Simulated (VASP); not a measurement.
Write the native input for VASP 6.6.1 that does the following.

* Task: single point
* Functional: PBE
* Potentials or basis: VASP PAW PBE potentials, release 64 (La, O)
* Cutoff: 520 eV
* k mesh: 2 × 2 × 2
* Occupations: gaussian, width 0.05 eV
* Spin: no spin polarisation
* Dipole correction: no
* Further INCAR settings: LREAL = Auto; ALGO = Normal; EDIFF = 1e-07; NBANDS = 92

The structure of La8O11 (a cell with a defect) lies in POSCAR:

```
La8O11
1.0
   -3.9307780000     -6.8083070000      0.0000000000
    5.8961670000     -3.4041530000      0.0000000000
    0.0000000000      0.0000000000      6.1119540000
La O
8 11
Direct
    0.4998363832      0.6710067824      0.8011089806
    0.4998790970      0.3292628444      0.2477378398
    0.2533702461      0.1692837209      0.7517695402
    0.2422959698      0.8371847539      0.2540185084
   -0.0001607286      0.6637723523      0.7562866559
   -0.0001416375      0.3329067429      0.2457323585
    0.7463556775      0.1692178506      0.7517428900
    0.7574166488      0.8371608112      0.2540000909
    0.4998736682      0.3566055203      0.6332717577
    0.7595964391      0.4951690904      0.0003313285
    0.2510949181      0.1666917249      0.3561842285
    0.2595491401      0.8269336340      0.6397790089
    0.4998770942      0.0259139681     -0.0139569233
   -0.0001356669      0.6637180302      0.3601226530
   -0.0001545573      0.3300553955      0.6438570960
    0.2401941448      0.4951629396      0.0002562201
    0.7486293387      0.1666438818      0.3561581315
    0.7401615677      0.8268754480      0.6397464818
   -0.0001675429     -0.0099424914     -0.0049524470
```

These files were run (other wordings do the same):

INCAR

```
PREC = Accurate
ENCUT = 520
EDIFF = 1E-7
ISMEAR = 0
SIGMA = 0.05
LREAL = Auto
LASPH = True
NELM = 100
ALGO = Normal
ISIF = 2
LWAVE = False
LCHARG = False
GGA = PE
NBANDS = 92
```

KPOINTS

```
Automatic mesh
0
Gamma
  2 2 2
```

Potentials or basis: VASP PAW PBE potentials, release 64 (La, O).

Run with:

```console
$ cat potpaw_PBE.64/La/POTCAR potpaw_PBE.64/O/POTCAR > POTCAR
$ mpirun -np 1 vasp_std > vasp.out
```

Results of the run:

```
Pressure               : 1.5 GPa
Largest force          : 0.019 eV/Å
Band gap on the k mesh : 0.16 eV
```

Caveat: the k points lie up to 0.51 Å⁻¹ apart; spin-orbit coupling is left out, which moves the levels of the heavy elements.

It took 9.1 min on 1 thread of Intel(R) Xeon(R) 6975P-C (Granite Rapids), on a shared host, peak memory 0.46 GiB.
